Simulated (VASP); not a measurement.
A run of VASP 6.6.1 is set up as follows.

File POSCAR:

```
SrCl2
1.0
    2.0857437515      1.2042047164      6.3190999588
   -2.0857437515      1.2042047164      6.3190999588
    0.0000000000     -2.4084094327      6.3190999588
Sr Cl
1 2
Direct
    0.0001272575      0.0001272575      0.0001272575
    0.4205703067      0.4205703067      0.4205703067
    0.2459691025      0.2459691025      0.2459691025
```

The input INCAR.step1:

```
ALGO     = Normal         # electronic algorithm
EDIFF    = 1E-4           # SCF threshold, eV
ENCUT    = 520            # plane-wave cutoff, eV
GGA      = PE             # functional
ISMEAR   = 0              # smearing method
LASPH    = T              # aspherical terms in the spheres
LCHARG   = F              # write CHGCAR
LREAL    = F              # projectors in reciprocal space
LWAVE    = T              # write WAVECAR
NBANDS   = 19             # bands
NELM     = 80             # most SCF steps
PREC     = Accurate       # precision mode
SIGMA    = 0.01           # smearing width, eV
```

INCAR.step2

```
ALGO     = Normal         # electronic algorithm
EDIFF    = 1E-7           # SCF threshold, eV
ENCUT    = 520            # plane-wave cutoff, eV
ISIF     = 2              # what is computed and relaxed
ISMEAR   = 0              # smearing method
ISTART   = 1            
LASPH    = T              # aspherical terms in the spheres
LCHARG   = F              # write CHGCAR
LMIXTAU  = T            
LREAL    = F              # projectors in reciprocal space
LWAVE    = F              # write WAVECAR
METAGGA  = R2SCAN         # meta-GGA
NBANDS   = 19             # bands
NELM     = 80             # most SCF steps
PREC     = Accurate       # precision mode
SIGMA    = 0.01           # smearing width, eV
```

File KPOINTS:

```
k-points
0
Gamma
  8 8 8
```

Potentials or basis: VASP PAW PBE potentials, release 64 (Sr_sv, Cl).

Launch:

```sh
$ cat potpaw_PBE.64/Sr_sv/POTCAR potpaw_PBE.64/Cl/POTCAR > POTCAR
$ cp INCAR.step1 INCAR
$ mpirun -np 1 vasp_std > vasp.out
$ cp INCAR.step2 INCAR
$ mpirun -np 1 vasp_std > vasp.out
```

(1) Predict the band gap on the k mesh.

(2) What does it give for the largest force?

(3) Estimate the pressure.

Answers

(1) 4.96 eV, direct.

(2) 0.007 eV/Å.

(3) 0.4 GPa.

Caveat: the cell differs from its parent crystal (uniaxial z strain +3.0%); the PAW data sets were made with another functional, which shifts forces and pressure a little.
